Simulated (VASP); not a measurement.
## RbTi (CsCl type): electric field gradients with PBEsol

The system is RbTi (CsCl type).

```
Rb Ti
1.0
     4.00638    0.00000    0.00000
     0.00000    4.00638    0.00000
     0.00000    0.00000    4.00638
Rb Ti
1 1
Direct
  0.00000 0.00000 0.00000
  0.50000 0.50000 0.50749
```

This cell differs from its parent crystal: atom 2 (Ti) moved by [0.0, 0.0, 0.03] A.

- Program: VASP 6.6.1
- Task: electric field gradients
- Functional: PBEsol
- Potentials or basis: VASP PAW PBE potentials, release 64 (Rb_sv, Ti_sv)
- Cutoff: 520 eV
- k mesh: 10 × 10 × 10
- Occupations: fermi-dirac, width 0.03 eV
- Spin: no spin polarisation
- Dipole correction: no
- Further INCAR settings: ALGO = Normal; EDIFF = 1e-08; NBANDS = 18

* Pressure: 0.1 GPa
* Largest force: 0.056 eV/Å
* Band gap on the k mesh: zero (an odd number of electrons rules out a gap without spin polarisation)
* Largest electric field gradient by atom: Rb -0.11; Ti -0.03 V/Å²

Forces in eV/Å, atoms in the order of the input:
```
Rb   0.000  0.000  0.056
Ti   0.000  0.000 -0.056
```

Levels at points of the mesh, in eV from the Fermi level:
| k point | band 9 | band 10 | band 11 | band 12 | band 13 | band 14 |
| --- | --- | --- | --- | --- | --- | --- |
| (0.00, 0.00, 0.00) | -3.65 | -0.79 | -0.79 | 0.62 | 0.62 | 0.62 |
| (0.50, 0.00, 0.00) | -1.11 | -0.78 | -0.31 | 0.48 | 0.49 | 0.73 |
| (0.00, 0.00, 0.50) | -1.11 | -0.78 | -0.31 | 0.49 | 0.49 | 0.73 |
| (0.50, 0.50, 0.00) | -1.49 | -0.68 | 0.15 | 0.15 | 1.03 | 1.40 |
| (0.00, 0.50, 0.50) | -1.49 | -0.68 | 0.15 | 0.15 | 1.03 | 1.40 |
| (0.50, 0.50, 0.50) | 0.17 | 0.17 | 0.17 | 0.72 | 0.72 | 0.72 |

Wall time 2.5 min on 1 thread of Intel(R) Xeon(R) Platinum 8259CL CPU @ 2.50GHz (Skylake/Cascade Lake) (shared host), peak memory 0.27 GiB.

Caveat: the cell differs from its parent crystal (atom 2 (Ti) moved by [0.0, 0.0, 0.03] A); without QUAD_EFG the Cq values of the log hold for a quadrupole moment of 1 mb, not for the nuclei; the PAW data sets were made with another functional, which shifts forces and pressure a little.
